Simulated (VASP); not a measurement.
Write the native input for VASP 6.6.1 that does the following.

```
Task                   : relaxation of cell and atoms
Functional             : PBEsol
Potentials or basis    : VASP PAW PBE potentials, release 64 (Sc_sv)
Cutoff                 : 600 eV
k mesh                 : 16 × 16 × 16
Occupations            : gaussian, width 0.1 eV
Spin                   : no spin polarisation
Dipole correction      : no
Further INCAR settings : ALGO = Fast; EDIFF = 1e-07; IBRION = 2; EDIFFG = -0.01; NSW = 100; ISIF = 3
```

The structure of Sc lies in POSCAR:

```
Sc
1.0
    0.0000000000      3.0572459110      3.0572459110
    3.0572459110      0.0000000000      3.0572459110
    3.0572459110      3.0572459110      0.0000000000
Sc
2
Direct
    0.5000000000      0.5000000000      0.5000000000
    0.7500000000      0.7500000000      0.7500000000
```

This isn't the form of Sc at room conditions, which is hcp.

These files were run (other wordings do the same):

INCAR

```
  PREC = Accurate
  ENCUT = 600
  EDIFF = 1E-7
  ISMEAR = 0
  SIGMA = 0.1
  LREAL = False
  LASPH = True
  NELM = 60
  ALGO = Fast
  ISIF = 3
  LWAVE = False
  LCHARG = False
  GGA = PS
  IBRION = 2
  NSW = 100
  EDIFFG = -0.01
```

KPOINTS

```
regular mesh
0
Gamma
  16 16 16
```

Potentials or basis: VASP PAW PBE potentials, release 64 (Sc_sv).

The run is started by

```console
$ cat potpaw_PBE.64/Sc_sv/POTCAR > POTCAR
$ mpirun -np 1 vasp_std > vasp.out
```

It gave:

```yaml
Relaxed_volume: 30.66 Å³/atom
Relaxed_cell: a = 4.426 Å, b = 4.426 Å, c = 4.426 Å, α = 60.00°, β = 60.00°, γ = 60.00°
Space_group_after_relaxing_to_0.1_Å: Fd-3m (No. 227)
Energy_gained_by_relaxing: 8.4 meV/atom
Ionic_steps: 4
Pressure_after_relaxing: 0.0 GPa
Band_gap_on_the_k_mesh: zero (bands 11 and 12 overlap by 0.68 eV)
```

Caveat: the PAW data sets were made with another functional, which shifts forces and pressure a little.

Run time: 5.4 min on 1 thread of Intel(R) Xeon(R) 6975P-C (Granite Rapids), with other jobs on the host, peak memory 0.31 GiB.
